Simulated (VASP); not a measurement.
Write the native input for VASP 6.6.1 that does the following.

| Quantity | Value |
| --- | --- |
| Task | single point |
| Functional | PBEsol |
| Potentials or basis | VASP PAW PBE potentials, release 64 (Ta_pv) |
| Cutoff | 520 eV |
| k mesh | 18 × 18 × 18 |
| Occupations | fermi-dirac, width 0.08 eV |
| Spin | no spin polarisation |
| Dipole correction | no |
| Further INCAR settings | ALGO = Normal; EDIFF = 1e-06; NBANDS = 12 |

The structure of Ta lies in POSCAR:

```
Ta
1.0
   -1.5369740692      1.5369740692      1.5369740692
    1.5369740692     -1.5369740692      1.5369740692
    1.5369740692      1.5369740692     -1.5369740692
Ta
1
Direct
    0.0000000000      0.0000000000      0.0000000000
```

The input as run:

INCAR

```
SYSTEM = Ta
PREC     = Accurate       ! precision mode
ENCUT    = 520            ! plane-wave cutoff, eV
EDIFF    = 1E-6           ! SCF threshold, eV
ISMEAR   = -1             ! smearing method
SIGMA    = 0.08           ! smearing width, eV
LREAL    = .False.        ! projectors in reciprocal space
LASPH    = .True.         ! aspherical terms in the spheres
NELM     = 60             ! most SCF steps
ALGO     = Normal         ! electronic algorithm
ISIF     = 2              ! what is computed and relaxed
LWAVE    = .False.        ! write WAVECAR
LCHARG   = .False.        ! write CHGCAR
GGA      = PS             ! functional
NBANDS   = 12             ! bands
```

KPOINTS

```
Automatic mesh
0
Gamma
  18 18 18
  0 0 0
```

Potentials or basis: VASP PAW PBE potentials, release 64 (Ta_pv).

Run with:

```bash
$ cat potpaw_PBE.64/Ta_pv/POTCAR > POTCAR
$ mpirun -np 1 vasp_std > vasp.out
```

It gave:

The pressure is 59.8 GPa.

Caveat: the PAW data sets were made with another functional, which shifts forces and pressure a little.

It took 11 s on 1 thread of Intel(R) Xeon(R) 6975P-C (Granite Rapids) (shared host), peak memory 0.14 GiB.
